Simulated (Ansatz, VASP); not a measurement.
# C: VASP beside Ansatz

File INCAR:

```
SYSTEM = C
ALGO = Normal ; EDIFF = 1E-6
ENCUT = 1300 ; GGA_COMPAT = .FALSE.
ISIF = 2 ; ISMEAR = 0
LASPH = .TRUE. ; LCHARG = .TRUE.
LELF = .TRUE. ; LREAL = .FALSE.
LVHAR = .TRUE. ; LWAVE = .FALSE.
NBANDS = 26 ; NELM = 120
PREC = Accurate ; SIGMA = 0.05
```

The input KPOINTS:

```
k-points
0
G
  12 12 4
  0 0 0
```

Contents of POSCAR:

```
C
1.0
    2.4896249417      0.0000000000      0.0000000000
   -1.2448124708      2.1560784454      0.0000000000
    0.0000000000      0.0000000000      8.2142660865
C
8
Direct
    0.0000000000      0.0000000000      0.0870930396
    0.0000000000      0.0000000000      0.5870930396
    0.0000000000      0.0000000000      0.4129069604
    0.0000000000      0.0000000000      0.9129069604
    0.3333333333      0.6666666667      0.1600876728
    0.6666666667      0.3333333333      0.6600876728
    0.3333333333      0.6666666667      0.3399123272
    0.6666666667      0.3333333333      0.8399123272
```

Input for Ansatz:

```yaml
crystal:
  lattice:
    - [2.4896249417, 0.0, 0.0]
    - [-1.2448124708, 2.1560784454, 0.0]
    - [0.0, 0.0, 8.2142660865]
  atoms:
    - { symbol: C, position: [0.0, 0.0, 0.0870930396] }
    - { symbol: C, position: [0.0, 0.0, 0.5870930396] }
    - { symbol: C, position: [0.0, 0.0, 0.4129069604] }
    - { symbol: C, position: [0.0, 0.0, 0.9129069604] }
    - { symbol: C, position: [0.3333333333, 0.6666666667, 0.1600876728] }
    - { symbol: C, position: [0.6666666667, 0.3333333333, 0.6600876728] }
    - { symbol: C, position: [0.3333333333, 0.6666666667, 0.3399123272] }
    - { symbol: C, position: [0.6666666667, 0.3333333333, 0.8399123272] }
basis:
  ecutwfc: 520.0
kpoints:
  mp_grid: { grid: [12, 12, 4] }
hamiltonian:
  xc: lda
  pseudopotentials: { kind: paw, azcp: { folder: soft_1 } }
scf:
  occupations: { method: gaussian, width: 0.05 }
output:
  forces: true
  stress: true
  eigenvalues: true
```

Change from the starting cell: mode 21 frozen in at -0.048 Å, strain +e along z and -e/2 along x and y +0.0000.

Alike in both runs: task single point; functional LDA; k mesh 12 × 12 × 4; occupations gaussian, width 0.05 eV; no spin polarisation.

|  | VASP | Ansatz |
| --- | --- | --- |
| version | VASP 6.6.1 | Ansatz 0.2.0 |
| potentials or method | VASP PAW LDA potentials, release 64 (C_h), cutoff 1300 eV | scalar-relativistic, plane waves, PAW |
| valence electrons in the cell | 32 | 32 |

```tsv
	VASP	Ansatz	Ansatz less VASP
gap on the k mesh at the Fermi level (eV)	3.40	3.41	+0.011
least direct gap on the mesh (eV)	3.86	3.86	-0.001
pressure (GPa)	3.5	2.5	-1.02
traceless stress, the component that is largest in VASP (GPa)	8.08	7.87	-0.205
rms of the force components (eV/Å)	2.199	2.195	-0.0046
```

Ansatz warns that its potentials were made for another functional, while VASP's fit it. LDA's correlation is that of Perdew and Zunger in VASP and of Perdew and Wang (1992) in Ansatz. Atom by atom the forces differ by 0.005 eV/Å (rms over components).
